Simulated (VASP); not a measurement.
ZrWS4: single point with PBE

Crystal: ZrWS4.

```
Zr W S
1.0
     4.20820    0.00000    0.00000
     0.00000    4.20820    0.00000
     0.00000    0.00000    5.95129
Zr W S
1 1 4
Direct
  0.50000 0.50000 0.50000
  0.00000 0.00000 0.00000
  0.50000 0.00000 0.25000
  0.00000 0.50000 0.75000
  0.50000 0.00000 0.75000
  0.00000 0.50000 0.25000
```

* Program: VASP 6.6.1
* Task: single point
* Functional: PBE
* Potentials or basis: VASP PAW PBE potentials, release 64 (Zr_sv, W_sv, S)
* Cutoff: 520 eV
* k mesh: 4 × 4 × 4
* Occupations: gaussian, width 0.1 eV
* Spin: collinear spin
* Starting moments: [0.08, 1.25, 0.01, 0.01, 0.01, 0.01] μB

```yaml
Pressure: 10.5 GPa
Largest_force: 1.279 eV/Å
Net_moment: 1.83 μB per cell
Site_moments: Zr +0.09; W +1.35; S -0.01 μB
Valence_electrons_inside_the_program's_atomic_spheres: Zr 9.77; W 11.76; S 3.76
```

Forces on the atoms (eV/Å):
```
Zr   0.000  0.000  0.000
W    0.000  0.000  0.000
S    0.000  0.000 -1.279
S    0.000  0.000  1.279
S    0.000  0.000  1.279
S    0.000  0.000 -1.279
```

Stress tensor (GPa, compression positive):
```
10.12  0.00  0.00
 0.00 10.12  0.00
 0.00  0.00 11.41
```

Levels at points of the mesh, in eV from the Fermi level:
Spin up:
```csv
k point,band 23,band 24,band 25,band 26,band 27,band 28,band 29,band 30
"(0.00, 0.00, 0.00)",-0.98,-0.98,-0.98,-0.38,0.37,0.74,2.01,3.29
"(0.50, 0.00, 0.00)",-1.79,-1.45,-1.25,0.00,0.51,1.42,1.62,2.50
"(0.50, 0.50, 0.00)",-1.53,-1.12,-0.07,0.30,0.42,1.06,2.02,2.02
"(0.00, 0.00, 0.50)",-1.43,-1.43,-1.39,-1.04,0.43,0.78,2.28,2.28
"(0.50, 0.00, 0.50)",-3.11,-3.08,-1.19,-0.94,0.01,0.29,1.79,2.15
"(0.50, 0.50, 0.50)",-1.12,-0.18,-0.02,0.06,1.04,1.15,1.63,1.63
```
Spin down:
```tsv
k point	band 22	band 23	band 24	band 25	band 26	band 27
(0.00, 0.00, 0.00)	-0.96	-0.96	-0.60	-0.31	-0.19	0.37
(0.50, 0.00, 0.00)	-2.60	-1.56	-1.40	-0.08	0.58	1.28
(0.50, 0.50, 0.00)	-2.28	-0.77	-0.06	0.36	0.38	0.94
(0.00, 0.00, 0.50)	-1.38	-1.29	-1.29	0.08	0.12	0.52
(0.50, 0.00, 0.50)	-3.26	-3.07	-3.03	0.04	0.29	0.33
(0.50, 0.50, 0.50)	-2.18	0.02	0.03	0.34	1.11	1.13
```

It took 2.1 min on 1 thread of Intel(R) Xeon(R) Platinum 8375C CPU @ 2.90GHz (Ice Lake) (shared host), peak memory 0.31 GiB.

Caveat: the k points lie up to 0.37 Å⁻¹ apart; spin-orbit coupling is left out, which moves the levels of the heavy elements; forces of over 1 eV/Å act on the atoms, so gaps and moduli don't describe the material at rest.
